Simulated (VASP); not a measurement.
Se:

```
Se
1.0
     0.00000    3.11187    3.11187
     3.11187    0.00000    3.11187
     3.11187    3.11187    0.00000
Se
2
Direct
  0.50000 0.50000 0.50000
  0.75000 0.75000 0.75000
```

This isn't the form of Se at room conditions, which is trigonal, of chains.

- Program: VASP 6.6.1
- Task: relaxation of cell and atoms
- Functional: r2SCAN
- Potentials or basis: VASP PAW PBE potentials, release 64 (Se)
- Cutoff: 600 eV
- k mesh: 16 × 16 × 16
- Occupations: gaussian, width 0.1 eV
- Spin: no spin polarisation

At the start: pressure 1.4 GPa; volume 30.13 Å³/atom.

**Question.** How do energy, volume and symmetry change on relaxing?

**Answer.** Over 3 steps the energy falls by 3.8 meV/atom and the volume is 31.05 Å³/atom (+3.1 %); space group Fd-3m (No. 227, to 0.1 Å) before and after.

The path:
```
step  energy change (eV)  largest force (eV/Å)  pressure (GPa)  volume (Å³)
   1              0.0000                0.0000            1.36        60.27
   2             -0.0073                0.0000           -0.28        62.52
   3             -0.0076                0.0000            0.00        62.11
```

Final structure:
```
CELL_PARAMETERS angstrom
0.00000 3.14324 3.14324
3.14324 0.00000 3.14324
3.14324 3.14324 0.00000
ATOMIC_POSITIONS crystal
Se 0.50000 0.50000 0.50000
Se 0.75000 0.75000 0.75000
```

Caveat: the PAW data sets were made with another functional, which shifts forces and pressure a little.
